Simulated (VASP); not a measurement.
Wanted: the native input for a VASP 6.6.1 run.

| Property | Result |
| --- | --- |
| Task | single point |
| Functional | PBE |
| Potentials or basis | VASP PAW PBE potentials, release 64 (Si, C) |
| Cutoff | 520 eV |
| k mesh | 17 × 17 × 17 |
| Occupations | fermi-dirac, width 0.1 eV |
| Spin | no spin polarisation |
| Dipole correction | no |
| Further INCAR settings | ALGO = Normal; EDIFF = 1e-06; NBANDS = 11 |

The structure of SiC (rocksalt type) lies in POSCAR:

```
SiC
1.0
    0.0000000000      1.8725122213      1.8725122213
    1.8725122213      0.0000000000      1.8725122213
    1.8725122213      1.8725122213      0.0000000000
Si C
1 1
Direct
    0.0000000000      0.0000000000      0.0000000000
    0.5000000000      0.5000000000      0.5000000000
```

One way to write it, as run:

INCAR

```
SYSTEM = SiC
PREC = Accurate
ENCUT = 520
EDIFF = 1E-6
ISMEAR = -1
SIGMA = 0.1
LREAL = .FALSE.
LASPH = .TRUE.
NELM = 100
ALGO = Normal
ISIF = 2
LWAVE = .FALSE.
LCHARG = .TRUE.
GGA = PE
LELF = .TRUE.
LVHAR = .TRUE.
NBANDS = 11
```

KPOINTS

```
Automatic mesh
0
G
  17 17 17
  0 0 0
```

Potentials or basis: VASP PAW PBE potentials, release 64 (Si, C).

Command:

```sh
$ cat potpaw_PBE.64/Si/POTCAR potpaw_PBE.64/C/POTCAR > POTCAR
$ mpirun -np 1 vasp_std > vasp.out
```

It gave:

The pressure is 99.8 GPa and the band gap on the k mesh is 0.85 eV, indirect (least direct gap 6.13 eV).

Run time: 41 s on 1 thread of AMD EPYC 7R13 (shared host), peak memory 0.11 GiB.
